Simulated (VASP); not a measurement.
# Si (I4/mcm) in VASP: a series of runs

Runs on Si. Level: PBE. Tasks: single point, relaxation of cell and atoms.

Everything below comes from runs of VASP 6.6.1. Logs are shortened: lines on timing, memory, paths and dates and some standing lists are left out, and cuts for length are marked.

### 1 The cell of the first run

The structure is tetragonal, space group I4/mcm (No. 140). Conventional cell: a = 5.933 Å, b = 5.933 Å, c = 9.581 Å, α = 90.00°, β = 90.00°, γ = 90.00°. Si (site symmetry m) has 8 Si at 2.33 to 3.07 Å within 3.1 Å. Si (site symmetry 4) has 10 Si at 2.33 to 3.07 Å within 3.1 Å.

### 2 Single point, PBE

INCAR reads:

```
SYSTEM = Si
PREC     = Accurate       ! precision mode
ENCUT    = 520            ! plane-wave cutoff, eV
EDIFF    = 1E-7           ! SCF threshold, eV
ISMEAR   = 0              ! smearing method
SIGMA    = 0.1            ! smearing width, eV
LREAL    = .FALSE.        ! projectors in reciprocal space
LASPH    = .TRUE.         ! aspherical terms in the spheres
NELM     = 100            ! most SCF steps
ALGO     = Normal         ! electronic algorithm
ISIF     = 2              ! what is computed and relaxed
LWAVE    = .FALSE.        ! write WAVECAR
LCHARG   = .FALSE.        ! write CHGCAR
GGA      = PE             ! functional
NBANDS   = 36             ! bands
```

KPOINTS reads:

```
regular mesh
0
G
  4 4 4
  0 0 0
```

POSCAR reads:

```
Si
1.0
   -2.9666793400      2.9666793400      4.7904356700
    2.9666793400     -2.9666793400      4.7904356700
    2.9666793400      2.9666793400     -4.7904356700
Si
12
Direct
    0.4753441000      0.6947535000      0.5000000000
    0.1947535000      0.9753441000      0.5000000000
    0.3052465000      0.8052465000      0.7805906100
    0.0246559000      0.5246559000      0.2194093900
    0.6947535000      0.1947535000      0.2194093900
    0.9753441000      0.4753441000      0.7805906100
    0.5246559000      0.3052465000      0.5000000000
    0.8052465000      0.0246559000      0.5000000000
    0.6218662800      0.6218662800      0.0000000000
    0.3781337200      0.3781337200      0.0000000000
    0.1218662800      0.1218662800      0.0000000000
    0.8781337200      0.8781337200      0.0000000000
```

Potentials or basis: VASP PAW PBE potentials, release 64 (Si).

Launch:

```sh
$ cat potpaw_PBE.64/Si/POTCAR > POTCAR
$ mpirun -np 1 vasp_std > vasp.out
```

OUTCAR:

```text
SYSTEM = Si
   PREC = Accurate
   ENCUT = 520
   EDIFF = 1E-7
   ISMEAR = 0
   LREAL = .FALSE.
   LASPH = .TRUE.
   NELM = 100
   ISIF = 2
   GGA = PE

 ion  position               nearest neighbor table
   1  0.475  0.695  0.500-  12 2.33  10 2.33   4 2.33   3 2.33   2 2.35   7 2.46   9 3.07  11 3.07

   2  0.195  0.975  0.500-  10 2.33  12 2.33   4 2.33   3 2.33   1 2.35   8 2.46  11 3.07   9 3.07

   3  0.305  0.805  0.781-   9 2.33  11 2.33   1 2.33   2 2.33   4 2.35   5 2.46  12 3.07  10 3.07
[... 11 lines left out ...]
   9  0.622  0.622  0.000-   3 2.33   4 2.33   8 2.33   7 2.33  10 2.34  12 2.46   6 3.07   1 3.07
                             2 3.07   5 3.07
  10  0.378  0.378  0.000-   5 2.33   6 2.33   1 2.33   2 2.33   9 2.34  11 2.46   4 3.07   7 3.07
                             8 3.07   3 3.07
  11  0.122  0.122  0.000-   3 2.33   4 2.33   7 2.33   8 2.33  12 2.34  10 2.46   6 3.07   2 3.07
                             1 3.07   5 3.07
  12  0.878  0.878  0.000-   5 2.33   6 2.33   2 2.33   1 2.33  11 2.34   9 2.46   4 3.07   8 3.07
                             7 3.07   3 3.07

  LATTYP: Found a body centered tetragonal cell.
 ALAT       =     5.9333586800
 C/A-ratio  =     1.6147466986

  Lattice vectors:

 A1 = (  -2.9666793400,   2.9666793400,   4.7904356700)
 A2 = (   2.9666793400,  -2.9666793400,   4.7904356700)
 A3 = (   2.9666793400,   2.9666793400,  -4.7904356700)

Analysis of symmetry for initial positions (statically):
=====================================================================
 Subroutine PRICEL returns:
 Original cell was already a primitive cell.

 Routine SETGRP: Setting up the symmetry group for a
 body centered tetragonal supercell.

 Subroutine GETGRP returns: Found 16 space group operations
 (whereof  8 operations were pure point group operations)
 out of a pool of 16 trial point group operations.

The static configuration has the point symmetry C_4h.
 The point group associated with its full space group is D_4h.

Analysis of symmetry for dynamics (positions and initial velocities):
=====================================================================
 Subroutine PRICEL returns:
 Original cell was already a primitive cell.

 Routine SETGRP: Setting up the symmetry group for a
 body centered tetragonal supercell.

 Subroutine GETGRP returns: Found 16 space group operations
 (whereof  8 operations were pure point group operations)
 out of a pool of 16 trial point group operations.

The dynamic configuration has the point symmetry C_4h.
 The point group associated with its full space group is D_4h.

 Subroutine INISYM returns: Found 16 space group operations
 (whereof  8 operations are pure point group operations),
 and found     1 'primitive' translations

----------------------------------------------------------------------------------------

                                     Primitive cell

  volume of cell :     168.6461

  direct lattice vectors                    reciprocal lattice vectors
    -2.966679340  2.966679340  4.790435670     0.000000000  0.168538606  0.104374640
     2.966679340 -2.966679340  4.790435670     0.168538606  0.000000000  0.104374640
     2.966679340  2.966679340 -4.790435670     0.168538606  0.168538606  0.000000000

  length of vectors
     6.367938954  6.367938954  6.367938954     0.198240579  0.198240579  0.238349582

  position of ions in fractional coordinates (direct lattice)
     0.475344100  0.694753500  0.500000000
     0.194753500  0.975344100  0.500000000
     0.305246500  0.805246500  0.780590610
     0.024655900  0.524655900  0.219409390
     0.694753500  0.194753500  0.219409390
     0.975344100  0.475344100  0.780590610
     0.524655900  0.305246500  0.500000000
     0.805246500  0.024655900  0.500000000
     0.621866280  0.621866280  0.000000000
     0.378133720  0.378133720  0.000000000
     0.121866280  0.121866280  0.000000000
     0.878133720  0.878133720  0.000000000

  ion indices of the primitive-cell ions
   primitive index   ion index
                 1           1
                 2           2
                 3           3
                 4           4
                 5           5
                 6           6
                 7           7
                 8           8
                 9           9
                10          10
                11          11
                12          12

----------------------------------------------------------------------------------------

 KPOINTS: regular mesh

Automatic generation of k-mesh.
 Grid dimensions read from file:
 generate k-points for:    4    4    4

 Generating k-lattice:

  Cartesian coordinates                     Fractional coordinates (reciprocal lattice)
     0.000000000  0.042134651  0.026093660     0.250000000  0.000000000  0.000000000
     0.042134651  0.000000000  0.026093660     0.000000000  0.250000000  0.000000000
     0.042134651  0.042134651  0.000000000     0.000000000  0.000000000  0.250000000

  Length of vectors
     0.049560145  0.049560145  0.059587396

  Shift w.r.t. Gamma in fractional coordinates (k-lattice)
     0.000000000  0.000000000  0.000000000

 Subroutine IBZKPT returns following result:
 ===========================================

 Found     13 irreducible k-points:

 Following reciprocal coordinates:
            Coordinates               Weight
  0.000000  0.000000  0.000000      1.000000
  0.250000  0.000000 -0.000000      8.000000
  0.500000  0.000000 -0.000000      4.000000
  0.250000  0.250000 -0.000000      8.000000
  0.500000  0.250000 -0.000000     16.000000
 -0.250000  0.250000  0.000000      4.000000
  0.500000  0.500000 -0.000000      2.000000
  0.250000  0.250000  0.250000      2.000000
 -0.250000  0.250000  0.250000      4.000000
  0.500000  0.500000  0.250000      4.000000
 -0.250000  0.500000  0.250000      8.000000
 -0.250000 -0.250000  0.250000      2.000000
  0.500000  0.500000  0.500000      1.000000
   k-points           NKPTS =     13   k-points in BZ     NKDIM =     13   number of bands    NBANDS=     36
   number of dos      NEDOS =    301   number of ions     NIONS =     12
   total plane-waves  NPLWV = 110592
   dimension x,y,z NGX =    48 NGY =   48 NGZ =   48
   dimension x,y,z NGXF=    96 NGYF=   96 NGZF=   96
   ions per type =              12
   NGX,Y,Z   is equivalent  to a cutoff of  12.53, 12.53, 12.53 a.u.
   NGXF,Y,Z  is equivalent  to a cutoff of  25.06, 25.06, 25.06 a.u.
 SYSTEM =  Si
   PREC   = accura    normal or accurate (medium, high low for compatibility)
   ISTART =      0    job   : 0-new  1-cont  2-samecut
   ICHARG =      2    charge: 1-file 2-atom 10-const
   ISPIN  =      1    spin polarized calculation?
   LNONCOLLINEAR =      F non collinear calculations
   LSORBIT =      F    spin-orbit coupling
   LASPH  =      T    aspherical Exc in radial PAW
   ENCUT  =  520.0 eV  38.22 Ry    6.18 a.u.  11.84 11.84 11.84*2*pi/ulx,y,z
   NELM   =    100;   NELMIN=  2; NELMDL= -5     # of ELM steps
   EDIFF  = 0.1E-06   stopping-criterion for ELM
   LREAL  =      F    real-space projection
   EDIFFG = 0.1E-05   stopping-criterion for IOM
   NSW    =      0    number of steps for IOM
   IBRION =     -1    ionic relax: 0-MD 1-quasi-New 2-CG
   NFREE  =      0    steps in history (QN), initial steepest desc. (CG)
   ISIF   =      2    stress and relaxation
   ISYM   =      2    0-nonsym 1-usesym 2-fastsym
   POTIM  = 0.5000    time-step for ionic-motion
   TEBEG  =    0.0;   TEEND  =   0.0 temperature during run
   PSTRESS=    0.0 pullay stress
   NELECT =      48.0000    total number of electrons
   NUPDOWN=      -1.0000    fix difference up-down
   EMIN   =  10.00;   EMAX   =-10.00  energy-range for DOS
   EFERMI =   0.00;   METHOD = LEGACY
   ISMEAR =     0;   SIGMA  =   0.10  broadening in eV -4-tet -1-fermi 0-gaus
   EFERMI_NEDOS =   21; number of points for ismear=-14 and -15
   IALGO  =     38    algorithm
   IMIX   =      4    mixing-type and parameters
     AMIX     =   0.40;   BMIX     =  1.00
     AMIX_MAG =   1.60;   BMIX_MAG =  1.00
  volume/ion in A,a.u.               =      14.05        94.84
  Fermi-wavevector in a.u.,A,eV,Ry     =   1.076870  2.034989 15.777975  1.159648
  Thomas-Fermi vector in A             =   2.212766
   LORBIT       =      0    0 simple, 1 ext, 2 COOP (PROOUT), +10 PAW based schemes
   GGA     = PE    functional components
   LHFCALC =     F    Hartree Fock is set to
   AEXX    =    0.0000 exact exchange contribution
   IVDW    =     0    specifies the selected vdW correction
   LEPSILON=     F    determine dielectric tensor
   LRPA    =     F    only Hartree local field effects (RPA)
 non-spin polarized calculation
 Gauss-broadening in eV      SIGMA  =   0.10
  energy-cutoff  :      520.00
  volume of cell :      168.65
 maximum number of plane-waves:      4554
   NGX = 23   NGY = 23   NGZ = 23

 number of electron      47.9999999 magnetization

 Free energy of the ion-electron system (eV)
  ---------------------------------------------------
  ext. energy  EPLUGINS =         0.00000000
  ---------------------------------------------------
  free energy    TOTEN  =       -55.44249782 eV

  energy without entropy =      -55.42622870  energy(sigma->0) =      -55.43436326

 E-fermi :  10.0186     XC(G=0): -11.0583

 val. band max:       10.0090587431   @ k =  -0.2500   0.2500   0.2500
 cond. band min:      10.0803193350   @ k =  -0.2500  -0.2500   0.2500
 fundamental gap:      0.0712605920
 Fermi energy:        10.0185590719

 k-point     1 :       0.0000    0.0000    0.0000
  band No.  band energies     occupation
      1      -5.2391      2.00000
      2      -1.5689      2.00000
      3      -0.7125      2.00000
      4      -0.2565      2.00000
      5      -0.2565      2.00000
      6       0.8430      2.00000
[... 496 lines left out ...]
     35      14.5620      0.00000
     36      14.5620      0.00000

------------------------ aborting loop because EDIFF is reached ----------------------------------------

  FORCE on cell =-STRESS in cart. coord.  units (eV):
  Direction    XX          YY          ZZ          XY          YZ          ZX
  --------------------------------------------------------------------------------------
  -------------------------------------------------------------------------------------
  Total       32.0900056     32.0900056     32.8072727      0.0000000      0.0000000      0.0000000
  in kB      304.8626052    304.8626052    311.6768114      0.0000000      0.0000000      0.0000000
  external PRESSURE =     307.1340073 kB  Pullay stress =       0.0000000 kB

 VOLUME and BASIS-vectors are now :
 -----------------------------------------------------------------------------
  energy-cutoff  :      520.00
  volume of cell :      168.65
      direct lattice vectors                 reciprocal lattice vectors
    -2.966679340  2.966679340  4.790435670     0.000000000  0.168538606  0.104374640
     2.966679340 -2.966679340  4.790435670     0.168538606  0.000000000  0.104374640
     2.966679340  2.966679340 -4.790435670     0.168538606  0.168538606  0.000000000

 POSITION                                       TOTAL-FORCE (eV/Angst)
 -----------------------------------------------------------------------------------
      2.13426      0.83242      3.21006        -0.169276      0.169276      2.502819
      3.79910     -0.83242      3.21006         0.169276     -0.169276      2.502819
      3.79910      0.83242      1.58038         0.169276      0.169276     -2.502819
      2.13426     -0.83242      1.58038        -0.169276     -0.169276     -2.502819
     -0.83242      2.13426      3.21006        -0.169276     -0.169276      2.502819
      0.83242      3.79910      3.21006         0.169276      0.169276      2.502819
      0.83242      2.13426      1.58038         0.169276     -0.169276     -2.502819
     -0.83242      3.79910      1.58038        -0.169276      0.169276     -2.502819
      0.00000      0.00000      5.95802         0.000000      0.000000     -1.193125
      0.00000      0.00000      3.62285         0.000000      0.000000      1.193125
      0.00000      0.00000      1.16759         0.000000      0.000000     -1.193125
      0.00000      0.00000      8.41329         0.000000      0.000000      1.193125
 -----------------------------------------------------------------------------------
    total drift:                               -0.000000      0.000000      0.000000

  FREE ENERGIE OF THE ION-ELECTRON SYSTEM (eV)
  ---------------------------------------------------
  free  energy   TOTEN  =       -55.4424978169 eV

  energy  without entropy=      -55.4262286974  energy(sigma->0) =      -55.43436326
```

Run time: 49 s. Hardware: 1 thread of Intel Xeon 6975P-C (Granite Rapids), shared host; peak memory 0.32 GiB.

What came out:

- Free energy: -55.4425 eV
- Pressure: 30.7 GPa
- Largest force: 2.514 eV/Å
- Band gap on the k mesh: zero (band 24 reaches 10.61 eV, above the bottom of band 25 at 9.33 eV)

Forces on the atoms (eV/Å):
```
Si  -0.169  0.169  2.503
Si   0.169 -0.169  2.503
Si   0.169  0.169 -2.503
Si  -0.169 -0.169 -2.503
Si  -0.169 -0.169  2.503
Si   0.169  0.169  2.503
Si   0.169 -0.169 -2.503
Si  -0.169  0.169 -2.503
Si   0.000  0.000 -1.193
Si   0.000  0.000  1.193
Si   0.000  0.000 -1.193
Si   0.000  0.000  1.193
```

Caveat: the k points lie up to 0.37 Å⁻¹ apart; forces of over 1 eV/Å act on the atoms, so gaps and moduli don't describe the material at rest.

### 3 Single point, PBE

This run uses another cell than the first one, of 18.29 Å³/atom, 1.301 times its volume.

INCAR reads:

```
SYSTEM = Si
ALGO     = Normal         ! electronic algorithm
EDIFF    = 1E-7           ! SCF threshold, eV
ENCUT    = 520            ! plane-wave cutoff, eV
GGA      = PE             ! functional
ISIF     = 2              ! what is computed and relaxed
ISMEAR   = 0              ! smearing method
LASPH    = .True.         ! aspherical terms in the spheres
LCHARG   = .True.         ! write CHGCAR
LELF     = .True.         ! ELF
LREAL    = .False.        ! projectors in reciprocal space
LVHAR    = .True.       
LWAVE    = .False.        ! write WAVECAR
NBANDS   = 36             ! bands
NELM     = 60             ! most SCF steps
PREC     = Accurate       ! precision mode
SIGMA    = 0.1            ! smearing width, eV
```

KPOINTS reads:

```
k-points
0
Gamma
  4 4 4
  0 0 0
```

POSCAR reads:

```
Si
1.0
   -2.9120817571      2.9120817571      6.4690752767
    2.9120817571     -2.9120817571      6.4690752767
    2.9120817571      2.9120817571     -6.4690752767
Si
12
Direct
    0.4785027254      0.6760598285      0.5000000000
    0.1760598285      0.9785027254      0.5000000000
    0.3239401715      0.8239401715      0.8024428969
    0.0214972746      0.5214972746      0.1975571031
    0.6760598285      0.1760598285      0.1975571031
    0.9785027254      0.4785027254      0.8024428969
    0.5214972746      0.3239401715      0.5000000000
    0.8239401715      0.0214972746      0.5000000000
    0.5906368226      0.5906368226      0.0000000000
    0.4093631774      0.4093631774      0.0000000000
    0.0906368226      0.0906368226      0.0000000000
    0.9093631774      0.9093631774      0.0000000000
```

Potentials or basis: VASP PAW PBE potentials, release 64 (Si).

Launch:

```sh
$ cat potpaw_PBE.64/Si/POTCAR > POTCAR
$ mpirun -np 1 vasp_std > vasp.out
```

OUTCAR:

```text
SYSTEM = Si
   EDIFF = 1E-7
   ENCUT = 520
   GGA = PE
   ISIF = 2
   ISMEAR = 0
   LASPH = .True.
   LREAL = .False.
   NELM = 60
   PREC = Accurate

 ion  position               nearest neighbor table
   1  0.479  0.676  0.500-  12 2.46  10 2.46   2 2.49   7 2.58   4 2.66   3 2.66   6 3.13   5 3.13
                             5 3.13   6 3.13
   2  0.176  0.979  0.500-  10 2.46  12 2.46   1 2.49   8 2.58   4 2.66   3 2.66   6 3.13   5 3.13
                             6 3.13   5 3.13
   3  0.324  0.824  0.802-   9 2.46  11 2.46   4 2.49   5 2.58   1 2.66   2 2.66   7 3.13   8 3.13
[... 736 lines left out ...]
 -----------------------------------------------------------------------------
  energy-cutoff  :      520.00
  volume of cell :      219.44
      direct lattice vectors                 reciprocal lattice vectors
    -2.912081757  2.912081757  6.469075277     0.000000000  0.171698476  0.077290799
     2.912081757 -2.912081757  6.469075277     0.171698476  0.000000000  0.077290799
     2.912081757  2.912081757 -6.469075277     0.171698476  0.171698476  0.000000000

 POSITION                                       TOTAL-FORCE (eV/Angst)
 -----------------------------------------------------------------------------------
      2.03134      0.88074      4.23441        -0.000435      0.000435      0.003626
      3.79282     -0.88074      4.23441         0.000435     -0.000435      0.003626
      3.79282      0.88074      2.23466         0.000435      0.000435     -0.003626
      2.03134     -0.88074      2.23466        -0.000435     -0.000435     -0.003626
     -0.88074      2.03134      4.23441        -0.000435     -0.000435      0.003626
      0.88074      3.79282      4.23441         0.000435      0.000435      0.003626
      0.88074      2.03134      2.23466         0.000435     -0.000435     -0.003626
     -0.88074      3.79282      2.23466        -0.000435      0.000435     -0.003626
      0.00000      0.00000      7.64175         0.000000     -0.000000     -0.005666
      0.00000      0.00000      5.29640         0.000000     -0.000000      0.005666
      0.00000      0.00000      1.17267         0.000000      0.000000     -0.005666
      0.00000      0.00000     11.76548         0.000000     -0.000000      0.005666
 -----------------------------------------------------------------------------------
    total drift:                                0.000000     -0.000000     -0.000000

  FREE ENERGIE OF THE ION-ELECTRON SYSTEM (eV)
  ---------------------------------------------------
  free  energy   TOTEN  =       -60.7902096815 eV

  energy  without entropy=      -60.7800323517  energy(sigma->0) =      -60.78512102
```

stdout:

```text
POSCAR found type information on POSCAR Si
 POSCAR found :  1 types and      12 ions
 scaLAPACK will be used
 LDA part: xc-table for (Slater+PW92), standard interpolation
 POSCAR, INCAR and KPOINTS ok, starting setup
 FFT: planning ... GRIDC
 FFT: planning ... GRID_SOFT
 FFT: planning ... GRID
 WAVECAR not read
 entering main loop
```

It took 1.7 min on 1 thread of Intel Xeon 6975P-C (Granite Rapids), shared host; peak memory 0.5 GiB.

Results:

```
Free energy            : -60.7902 eV
Pressure               : -0.1 GPa
Largest force          : 0.006 eV/Å
Band gap on the k mesh : zero (band 24 reaches 7.57 eV, above the bottom of band 25 at 6.40 eV)
```

Forces in eV/Å, atoms in the order of the input:
```
Si   0.000  0.000  0.004
Si   0.000  0.000  0.004
Si   0.000  0.000 -0.004
Si   0.000  0.000 -0.004
Si   0.000  0.000  0.004
Si   0.000  0.000  0.004
Si   0.000  0.000 -0.004
Si   0.000  0.000 -0.004
Si   0.000  0.000 -0.006
Si   0.000  0.000  0.006
Si   0.000  0.000 -0.006
Si   0.000  0.000  0.006
```

Caveat: the k points lie up to 0.38 Å⁻¹ apart.

(Part 1 of 2 ends here.)
